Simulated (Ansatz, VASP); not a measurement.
One calculation of Si2P, two programs

File INCAR:

```
ALGO = Normal
EDIFF = 1E-6
EDIFFG = -0.04
ENCUT = 600
GGA = PE
IBRION = 2
ISIF = 3
ISMEAR = 0
LASPH = T
LCHARG = F
LREAL = F
LWAVE = F
NELM = 60
NSW = 90
PREC = Accurate
SIGMA = 0.1
```

The input KPOINTS:

```
k-points
0
Gamma
  6 6 4
```

POSCAR

```
Si2P
1.0
    4.8264114700      0.0000000000      0.0000000000
   -2.4132057300      4.1797949400      0.0000000000
    0.0000000000      0.0000000000      6.0780525400
Si P
4 2
Direct
    0.0000000000      0.0000000000      0.0000000000
    0.0000000000      0.0000000000      0.5000000000
    0.3333333300      0.6666666700      0.7500000000
    0.6666666700      0.3333333300      0.2500000000
    0.3333333300      0.6666666700      0.2500000000
    0.6666666700      0.3333333300      0.7500000000
```

Input for Ansatz:

```yaml
crystal:
  lattice:
    - [4.82641147, 0.0, 0.0]
    - [-2.41320573, 4.17979494, 0.0]
    - [0.0, 0.0, 6.07805254]
  atoms:
    - { symbol: Si, position: [0.0, 0.0, 0.0] }
    - { symbol: Si, position: [0.0, 0.0, 0.5] }
    - { symbol: Si, position: [0.33333333, 0.66666667, 0.75] }
    - { symbol: Si, position: [0.66666667, 0.33333333, 0.25] }
    - { symbol: P, position: [0.33333333, 0.66666667, 0.25] }
    - { symbol: P, position: [0.66666667, 0.33333333, 0.75] }
basis:
  ecutwfc: 420
kpoints:
  mp_grid: { grid: [6, 6, 4] }
hamiltonian:
  xc: pbe
scf:
  occupations: { method: gaussian, width: 0.1 }
  lower_state_search: "off"
output:
  forces: true
  stress: true
  eigenvalues: true
relax:
  adjacent_minimum: "off"
  f_tol: 0.04
  max_steps: 70
  cell: { stress_tol: 0.4 }
```

Change from the starting cell: species swapped into the Sc2Al type (P6_3/mmc, No. 194).

Alike in both runs: task relaxation of cell and atoms; functional PBE; k mesh 6 × 6 × 4; occupations gaussian, width 0.1 eV; no spin polarisation.

|  | VASP | Ansatz |
| --- | --- | --- |
| version | VASP 6.6.1 | Ansatz 0.2.0 |
| potentials or method | VASP PAW PBE potentials, release 64 (Si, P), cutoff 600 eV | scalar-relativistic, plane waves, PAW |
| valence electrons in the cell | 26 | 26 |

|  | VASP | Ansatz | Ansatz less VASP |
| --- | --- | --- | --- |
| gap on the k mesh at the Fermi level, each at its own relaxed structure (eV) | none | none | - |
| relaxed volume (Å³/atom) | 14.46 | 14.48 | +0.016 |
| relaxed cell length with the largest relative difference (Å) | 4.438 | 4.440 | +0.0019 |

A gap of «none» marks a metal or a gap that the smearing closes.

Noted on VASP's run: the volume moved by over 15 % at a fixed basis, so the end points are rough.
